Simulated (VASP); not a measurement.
# Li (Im-3m) in VASP: notebook

Runs on Li. Level: r2SCAN. Tasks: single point.

All numbers are computed with VASP 6.6.1; they aren't measurements. Logs are shortened: lines on timing, memory, paths and dates and some standing lists are left out, and cuts for length are marked.

### Step 1. The cell of the first run

It takes space group Im-3m (No. 229, cubic). The conventional cell has a = 3.412 Å, b = 3.412 Å, c = 3.412 Å, α = 90.00°, β = 90.00°, γ = 90.00°. Within 3.9 Å of Li (site symmetry m-3m) lie 14 Li at 2.95 to 3.41 Å.

### Step 2. Single point, r2SCAN

Input file POSCAR:

```
Li
1.0
   -1.7059940322      1.7059940322      1.7059940322
    1.7059940322     -1.7059940322      1.7059940322
    1.7059940322      1.7059940322     -1.7059940322
Li
1
Direct
    0.0000000000      0.0000000000      0.0000000000
```

Input file INCAR.step1:

```
SYSTEM = Li
ALGO = Normal
EDIFF = 1E-4
ENCUT = 520
GGA = PE
ISMEAR = -1
LASPH = .True.
LCHARG = .False.
LREAL = .False.
LWAVE = .True.
NBANDS = 8
NELM = 60
PREC = Accurate
SIGMA = 0.1
```

Input file INCAR.step2:

```
SYSTEM = Li
ALGO = Normal
EDIFF = 1E-6
ENCUT = 520
ISIF = 2
ISMEAR = -1
ISTART = 1
LASPH = .True.
LCHARG = .True.
LELF = .True.
LMIXTAU = .True.
LREAL = .False.
LVHAR = .True.
LWAVE = .False.
METAGGA = R2SCAN
NBANDS = 8
NELM = 60
PREC = Accurate
SIGMA = 0.1
```

Input file KPOINTS:

```
k-points
0
Gamma
  14 14 14
  0 0 0
```

Potentials or basis: VASP PAW PBE potentials, release 64 (Li_sv).

Run with:

```console
$ cat potpaw_PBE.64/Li_sv/POTCAR > POTCAR
$ cp INCAR.step1 INCAR
$ mpirun -np 1 vasp_std > vasp.out
$ cp INCAR.step2 INCAR
$ mpirun -np 1 vasp_std > vasp.out
```

OUTCAR:

```text
SYSTEM = Li
   EDIFF = 1E-6
   ENCUT = 520
   ISIF = 2
   ISMEAR = -1
   ISTART = 1
   LASPH = .True.
   LREAL = .False.
   METAGGA = R2SCAN
   NELM = 60
   PREC = Accurate

 ion  position               nearest neighbor table
   1  0.000  0.000  0.000-

  LATTYP: Found a body centered cubic cell.
 ALAT       =     3.4119880644

  Lattice vectors:

 A1 = (  -1.7059940322,   1.7059940322,   1.7059940322)
 A2 = (   1.7059940322,  -1.7059940322,   1.7059940322)
 A3 = (   1.7059940322,   1.7059940322,  -1.7059940322)

Analysis of symmetry for initial positions (statically):
=====================================================================
 Subroutine PRICEL returns:
 Original cell was already a primitive cell.

 Routine SETGRP: Setting up the symmetry group for a
 body centered cubic supercell.

 Subroutine GETGRP returns: Found 48 space group operations
 (whereof 48 operations were pure point group operations)
 out of a pool of 48 trial point group operations.

The static configuration has the point symmetry O_h .

Analysis of symmetry for dynamics (positions and initial velocities):
=====================================================================
 Subroutine PRICEL returns:
 Original cell was already a primitive cell.

 Routine SETGRP: Setting up the symmetry group for a
 body centered cubic supercell.

 Subroutine GETGRP returns: Found 48 space group operations
 (whereof 48 operations were pure point group operations)
 out of a pool of 48 trial point group operations.

The dynamic configuration has the point symmetry O_h .

 Subroutine INISYM returns: Found 48 space group operations
 (whereof 48 operations are pure point group operations),
 and found     1 'primitive' translations

----------------------------------------------------------------------------------------

                                     Primitive cell

  volume of cell :      19.8606

  direct lattice vectors                    reciprocal lattice vectors
    -1.705994032  1.705994032  1.705994032     0.000000000  0.293084261  0.293084261
     1.705994032 -1.705994032  1.705994032     0.293084261  0.000000000  0.293084261
     1.705994032  1.705994032 -1.705994032     0.293084261  0.293084261  0.000000000

  length of vectors
     2.954868341  2.954868341  2.954868341     0.414483737  0.414483737  0.414483737

  position of ions in fractional coordinates (direct lattice)
     0.000000000  0.000000000  0.000000000

  ion indices of the primitive-cell ions
   primitive index   ion index
                 1           1

----------------------------------------------------------------------------------------

 KPOINTS: k-points

Automatic generation of k-mesh.
 Grid dimensions read from file:
 generate k-points for:   14   14   14

 Generating k-lattice:

  Cartesian coordinates                     Fractional coordinates (reciprocal lattice)
     0.000000000  0.020934590  0.020934590     0.071428571  0.000000000  0.000000000
     0.020934590  0.000000000  0.020934590     0.000000000  0.071428571  0.000000000
     0.020934590  0.020934590  0.000000000     0.000000000  0.000000000  0.071428571

  Length of vectors
     0.029605981  0.029605981  0.029605981

  Shift w.r.t. Gamma in fractional coordinates (k-lattice)
     0.000000000  0.000000000  0.000000000

 Subroutine IBZKPT returns following result:
 ===========================================

 Found    104 irreducible k-points:

 Following reciprocal coordinates:
            Coordinates               Weight
  0.000000  0.000000  0.000000      1.000000
  0.071429  0.000000  0.000000     12.000000
  0.142857  0.000000  0.000000     12.000000
  0.214286  0.000000  0.000000     12.000000
  0.285714  0.000000  0.000000     12.000000
  0.357143  0.000000  0.000000     12.000000
[... 16 lines left out ...]
  0.285714  0.285714  0.000000     24.000000
  0.357143  0.285714  0.000000     24.000000
 [... further k-points ...]
   k-points           NKPTS =    104   k-points in BZ     NKDIM =    104   number of bands    NBANDS=      8
   number of dos      NEDOS =    301   number of ions     NIONS =      1
   total plane-waves  NPLWV =  13824
   dimension x,y,z NGX =    24 NGY =   24 NGZ =   24
   dimension x,y,z NGXF=    48 NGYF=   48 NGZF=   48
   ions per type =               1
   NGX,Y,Z   is equivalent  to a cutoff of  13.50, 13.50, 13.50 a.u.
   NGXF,Y,Z  is equivalent  to a cutoff of  27.01, 27.01, 27.01 a.u.
 SYSTEM =  Li
   PREC   = accura    normal or accurate (medium, high low for compatibility)
   ISTART =      1    job   : 0-new  1-cont  2-samecut
   ICHARG =      0    charge: 1-file 2-atom 10-const
   ISPIN  =      1    spin polarized calculation?
   LNONCOLLINEAR =      F non collinear calculations
   LSORBIT =      F    spin-orbit coupling
   LASPH  =      T    aspherical Exc in radial PAW
   ENCUT  =  520.0 eV  38.22 Ry    6.18 a.u.   5.49  5.49  5.49*2*pi/ulx,y,z
   NELM   =     60;   NELMIN=  2; NELMDL=  0     # of ELM steps
   EDIFF  = 0.1E-05   stopping-criterion for ELM
   LREAL  =      F    real-space projection
   EDIFFG = 0.1E-04   stopping-criterion for IOM
   NSW    =      0    number of steps for IOM
   IBRION =     -1    ionic relax: 0-MD 1-quasi-New 2-CG
   NFREE  =      0    steps in history (QN), initial steepest desc. (CG)
   ISIF   =      2    stress and relaxation
   ISYM   =      2    0-nonsym 1-usesym 2-fastsym
   POTIM  = 0.5000    time-step for ionic-motion
   TEBEG  =    0.0;   TEEND  =   0.0 temperature during run
   PSTRESS=    0.0 pullay stress
   NELECT =       3.0000    total number of electrons
   NUPDOWN=      -1.0000    fix difference up-down
   EMIN   =  10.00;   EMAX   =-10.00  energy-range for DOS
   EFERMI =   0.00;   METHOD = LEGACY
   ISMEAR =    -1;   SIGMA  =   0.10  broadening in eV -4-tet -1-fermi 0-gaus
   EFERMI_NEDOS =   21; number of points for ismear=-14 and -15
   IALGO  =     38    algorithm
   IMIX   =      4    mixing-type and parameters
     AMIX     =   0.40;   BMIX     =  1.00
     AMIX_MAG =   1.60;   BMIX_MAG =  1.00
  volume/ion in A,a.u.               =      19.86       134.03
  Fermi-wavevector in a.u.,A,eV,Ry     =   0.871869  1.647593 10.342537  0.760155
  Thomas-Fermi vector in A             =   1.991037
   LORBIT       =      0    0 simple, 1 ext, 2 COOP (PROOUT), +10 PAW based schemes
   METAGGA = R2SCAN    functional components
   LHFCALC =     F    Hartree Fock is set to
   AEXX    =    0.0000 exact exchange contribution
   IVDW    =     0    specifies the selected vdW correction
   LEPSILON=     F    determine dielectric tensor
   LRPA    =     F    only Hartree local field effects (RPA)
 non-spin polarized calculation
  energy-cutoff  :      520.00
  volume of cell :       19.86
 maximum number of plane-waves:       555
 NGX is ok and might be reduce to    24
   NGX = 11   NGY = 11   NGZ = 11

 number of electron       3.0000005 magnetization

 Free energy of the ion-electron system (eV)
  ---------------------------------------------------
  ext. energy  EPLUGINS =         0.00000000
  ---------------------------------------------------
  free energy    TOTEN  =        -2.38473472 eV

  energy without entropy =       -2.36924400  energy(sigma->0) =       -2.37698936

 E-fermi :   0.6755     XC(G=0):  -7.5015

 val. band max:        0.6692329579   @ k =   0.2857   0.2143   0.0000
 cond. band min:       0.7034536471   @ k =  -0.3571   0.4286   0.1429
 fundamental gap:      0.0342206892
 Fermi energy:         0.6755449151

 k-point     1 :       0.0000    0.0000    0.0000
  band No.  band energies     occupation
      1     -47.3304      2.00000
      2      -3.2203      2.00000
      3      17.2237      0.00000
      4      17.2250      0.00000
      5      17.2250      0.00000
      6      21.5028      0.00000
      7      21.5029      0.00000
      8      21.5029      0.00000

 k-point     2 :       0.0714    0.0000    0.0000
  band No.  band energies     occupation
      1     -47.3292      2.00000
      2      -3.1139      2.00000
      3      16.3573      0.00000
      4      16.6121      0.00000
      5      17.0055      0.00000
      6      20.2598      0.00000
      7      20.3118      0.00000
      8      21.8669      0.00000

 k-point     3 :       0.1429    0.0000    0.0000
  band No.  band energies     occupation
      1     -47.3261      2.00000
      2      -2.7954      2.00000
      3      14.1117      0.00000
      4      15.4783      0.00000
      5      16.4072      0.00000
      6      18.8271      0.00000
      7      19.3520      0.00000
      8      21.5743      0.00000

 k-point     4 :       0.2143    0.0000    0.0000
  band No.  band energies     occupation
      1     -47.3216      2.00000
      2      -2.2648      2.00000
      3      11.5160      0.00000
      4      14.3918      0.00000
      5      15.6400      0.00000
      6      17.5752      0.00000
      7      19.0674      0.00000
      8      21.8884      0.00000

 k-point     5 :       0.2857    0.0000    0.0000
  band No.  band energies     occupation
      1     -47.3166      2.00000
      2      -1.5271      2.00000
      3       9.0478      0.00000
      4      13.5021      0.00000
      5      14.9157      0.00000
      6      16.5935      0.00000
      7      19.0616      0.00000
      8      22.6378      0.00000
[... 177 lines left out ...]
 k-point    22 :       0.3571    0.2143    0.0000
  band No.  band energies     occupation
      1     -47.3062      2.00000
      2       1.6862      0.00008
      3       4.4923      0.00000
      4       8.5565      0.00000
      5      12.6458      0.00000
      6      19.7097      0.00000
      7      21.6725      0.00000
      8      23.7910      0.00000

 k-point    23 :       0.2857    0.2857    0.0000
  band No.  band energies     occupation
      1     -47.3060      2.00000
      2       1.7737      0.00003
      3       4.7252      0.00000
      4       7.8982      0.00000
      5      12.6179      0.00000
      6      20.4477      0.00000
      7      21.4585      0.00000
      8      23.7772      0.00000

 k-point    24 :       0.3571    0.2857    0.0000
  band No.  band energies     occupation
      1     -47.3053      2.00000
      2       2.6373      0.00000
      3       3.7995      0.00000
      4       7.5962      0.00000
      5      12.5432      0.00000
      6      20.8372      0.00000
      7      22.3110      0.00000
      8      22.3699      0.00000

 [... further k-points ...]

------------------------ aborting loop because EDIFF is reached ----------------------------------------

  FORCE on cell =-STRESS in cart. coord.  units (eV):
  Direction    XX          YY          ZZ          XY          YZ          ZX
  --------------------------------------------------------------------------------------
  -------------------------------------------------------------------------------------
  Total        0.0541225      0.0541225      0.0541225     -0.0000000     -0.0000000      0.0000000
  in kB        4.3661227      4.3661227      4.3661227     -0.0000000     -0.0000000      0.0000000
  external PRESSURE =       4.3661227 kB  Pullay stress =       0.0000000 kB

 VOLUME and BASIS-vectors are now :
 -----------------------------------------------------------------------------
  energy-cutoff  :      520.00
  volume of cell :       19.86
      direct lattice vectors                 reciprocal lattice vectors
    -1.705994032  1.705994032  1.705994032     0.000000000  0.293084261  0.293084261
     1.705994032 -1.705994032  1.705994032     0.293084261  0.000000000  0.293084261
     1.705994032  1.705994032 -1.705994032     0.293084261  0.293084261  0.000000000

 POSITION                                       TOTAL-FORCE (eV/Angst)
 -----------------------------------------------------------------------------------
      0.00000      0.00000      0.00000         0.000000      0.000000     -0.000000
 -----------------------------------------------------------------------------------
    total drift:                                0.000000      0.000000     -0.000000

  FREE ENERGIE OF THE ION-ELECTRON SYSTEM (eV)
  ---------------------------------------------------
  free  energy   TOTEN  =        -2.3847347241 eV

  energy  without entropy=       -2.3692440023  energy(sigma->0) =       -2.37698936
```

Run time: 65 s. Hardware: 1 thread of Intel Xeon 8259CL, shared host; peak memory 0.14 GiB.

What came out:

- Free energy: -2.3847 eV
- Band gap on the k mesh: zero (an odd number of electrons rules out a gap without spin polarisation)

Caveat: the cutoff is under 1.25 times the usual one of these potentials, so pressure, stress and relaxed cells hold a basis-set (Pulay) error; the PAW data sets were made with another functional, which shifts forces and pressure a little.

### Step 3. Single point, r2SCAN

POSCAR is that of step 2.

Input file INCAR.step1:

```
ALGO = Normal
EDIFF = 1E-4
ENCUT = 520
GGA = PE
ISMEAR = -1
LASPH = T
LCHARG = F
LREAL = F
LWAVE = T
NBANDS = 8
NELM = 60
PREC = Accurate
SIGMA = 0.1
```

Input file INCAR.step2:

```
ALGO = Normal
EDIFF = 1E-7
ENCUT = 520
ISIF = 2
ISMEAR = -1
ISTART = 1
LASPH = T
LCHARG = F
LMIXTAU = T
LREAL = F
LWAVE = F
METAGGA = R2SCAN
NBANDS = 8
NELM = 60
PREC = Accurate
SIGMA = 0.1
```

Input file KPOINTS:

```
k-points
0
Gamma
  14 14 14
```

Potentials or basis: VASP PAW PBE potentials, release 64 (Li_sv).

Run with:

```console
$ cat potpaw_PBE.64/Li_sv/POTCAR > POTCAR
$ cp INCAR.step1 INCAR
$ mpirun -np 1 vasp_std > vasp.out
$ cp INCAR.step2 INCAR
$ mpirun -np 1 vasp_std > vasp.out
```

Wall time 65 s (1 thread of Intel Xeon 8259CL, shared host); peak memory 0.14 GiB.

It converged, with:

* Free energy: -2.3847 eV
* Band gap on the k mesh: zero (an odd number of electrons rules out a gap without spin polarisation)

Levels at points of the mesh, in eV from the Fermi level:
```
           k point  band 1  band 2  band 3  band 4  band 5
(0.00, 0.00, 0.00)  -48.01   -3.90   16.55   16.55   16.55
(0.50, 0.00, 0.00)  -47.98    0.29    3.58   11.65   13.20
(0.50, 0.50, 0.50)  -47.97    6.17    6.17    6.17    8.32
```

Caveat: the cutoff is under 1.25 times the usual one of these potentials, so pressure, stress and relaxed cells hold a basis-set (Pulay) error; the PAW data sets were made with another functional, which shifts forces and pressure a little.

The gap in the log of VASP goes by the Fermi energy; the results here count the filled bands.